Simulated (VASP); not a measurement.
A run of VASP 6.6.1 is set up as follows.

The input INCAR:

```
PREC = Accurate
ENCUT = 600
EDIFF = 1E-6
ISMEAR = 0
SIGMA = 0.05
LREAL = F
LASPH = T
NELM = 200
ALGO = Normal
ISIF = 2
LWAVE = F
LCHARG = F
ISPIN = 2
MAGMOM = 2 2 -2 -2 0 0 0 0
LORBIT = 11
LMAXMIX = 4
LDAU = T
LDAUTYPE = 2
LDAUL = 2 -1
LDAUU = 2 0
LDAUJ = 0 0
LDAUPRINT = 1
GGA = PE
NBANDS = 50
GGA_COMPAT = F
```

File KPOINTS:

```
Automatic mesh
0
Gamma
  7 7 4
```

Contents of POSCAR:

```
TaN
1.0
    3.0500020400      0.0000000000      0.0000000000
   -3.0500020400      5.2827585000      0.0000000000
    0.0000000000      0.0000000000      4.9400015300
Ta N
4 4
Direct
    0.3333333333      0.3333333334      0.0000000000
    0.6666666667      0.1666666666      0.5000000000
    0.3333333333      0.8333333333      0.0000000000
    0.6666666667      0.6666666666      0.5000000000
    0.3333333333      0.3333333334      0.3850000000
    0.6666666667      0.1666666666      0.8850000000
    0.3333333333      0.8333333333      0.3850000000
    0.6666666667      0.6666666666      0.8850000000
```

Potentials or basis: VASP PAW PBE potentials, release 64 (Ta_sv_GW, N).

Run with:

```bash
$ cat potpaw_PBE.64/Ta_sv_GW/POTCAR potpaw_PBE.64/N/POTCAR > POTCAR
$ mpirun -np 1 vasp_std > vasp.out
```

(1) Predict the largest force.

(2) Estimate the pressure.

Results:

(1) 2.293 eV/Å.

(2) 147.5 GPa.

Caveat: the stress differs along the axes, from 131 to 156 GPa; forces of over 1 eV/Å act on the atoms, so gaps and moduli don't describe the material at rest.
